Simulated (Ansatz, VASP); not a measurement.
One calculation of K, two programs

```xyz
2
Lattice="-2.2081 2.2081 8.0459 2.2081 -2.2081 8.0459 2.2081 2.2081 -8.0459" Properties=species:S:1:pos:R:3 pbc="T T T"
K     2.2081    0.0000    4.0229
K     0.0000    0.0000    8.0459
```

Alike in both runs: task single point; functional PBE; k mesh 6 × 6 × 6; no spin polarisation.

|  | VASP | Ansatz |
| --- | --- | --- |
| version | VASP 6.6.1 | Ansatz 0.2.0 |
| potentials or method | VASP PAW PBE potentials, release 64 (K_sv), cutoff 520 eV | scalar-relativistic, plane waves, PAW |
| occupations | gaussian, width 0.1 eV | gaussian |
| valence electrons in the cell | 18 | 18 |

```tsv
	VASP	Ansatz	Ansatz less VASP
gap on the k mesh at the Fermi level (eV)	none	none	-
pressure (GPa)	-0.1	0.0	+0.01
```

A gap of «none» marks a metal or a gap that the smearing closes.
